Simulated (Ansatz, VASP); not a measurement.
**One calculation of BiW3, two programs**

```
Bi W
1.0
     4.25468    0.00000    0.00000
     0.00000    4.25468    0.00000
     0.00000    0.00000    4.25468
Bi W
1 3
Cartesian
  0.0000 0.0000 0.0000
  0.0000 2.1273 2.1273
  2.1273 0.0000 2.1273
  2.1273 2.1273 0.0000
```

Alike in both runs: task relaxation of cell and atoms; functional PBE; k mesh 4 × 4 × 4; occupations gaussian, width 0.1 eV; no spin polarisation.

|  | VASP | Ansatz |
| --- | --- | --- |
| version | VASP 6.6.1 | Ansatz 0.2.0 |
| potentials or method | VASP PAW PBE potentials, release 64 (Bi_d, W_sv), cutoff 600 eV | scalar-relativistic, plane waves, PAW |
| valence electrons in the cell | 57 | 57 |

```csv
,VASP,Ansatz,Ansatz less VASP
"gap on the k mesh at the Fermi level, each at its own relaxed structure (eV)",none,none,-
relaxed volume (Å³/atom),18.09,18.06,-0.033
relaxed length of the cell vector where the two differ most in proportion (Å),4.167,4.165,-0.0026
```

A gap of «none» marks a metal or a gap that the smearing closes.

The k mesh is coarse, so the values compare programs but aren't converged. Spin-orbit coupling is off throughout.
